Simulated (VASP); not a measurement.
A run of VASP 6.6.1:

INCAR

```
PREC = Accurate
ENCUT = 600
EDIFF = 1E-6
ISMEAR = 0
SIGMA = 0.15
LREAL = False
LASPH = True
NELM = 120
ALGO = Normal
ISIF = 2
LWAVE = False
LCHARG = False
GGA = PE
NBANDS = 21
GGA_COMPAT = False
```

Contents of KPOINTS:

```
Automatic mesh
0
Gamma
  4 4 3
```

The input POSCAR:

```
BaTlN
1.0
    4.2884662064      0.0000000000      0.0000000000
    0.0000000000      4.2884662064      0.0000000000
    0.0000000000      0.0000000000      4.7373233833
Ba Tl N
1 1 1
Direct
    0.5000000000      0.5000000000      0.9957312521
    0.0000000000      0.0000000000      0.5073809961
    0.5000000000      0.5000000000      0.4928558218
```

Potentials or basis: VASP PAW PBE potentials, release 64 (Ba_sv, Tl_d, N).

Command:

```sh
$ cat potpaw_PBE.64/Ba_sv/POTCAR potpaw_PBE.64/Tl_d/POTCAR potpaw_PBE.64/N/POTCAR > POTCAR
$ mpirun -np 1 vasp_std > vasp.out
```

Hardware: 1 thread of Intel(R) Xeon(R) Platinum 8375C CPU @ 2.90GHz (Ice Lake) (shared host).

Q: Estimate the wall time of this run.

A: It took 18 s on 1 thread of Intel(R) Xeon(R) Platinum 8375C CPU @ 2.90GHz (Ice Lake), on a shared host, peak memory 0.23 GiB. Counts: scf iterations 15, k points 12.
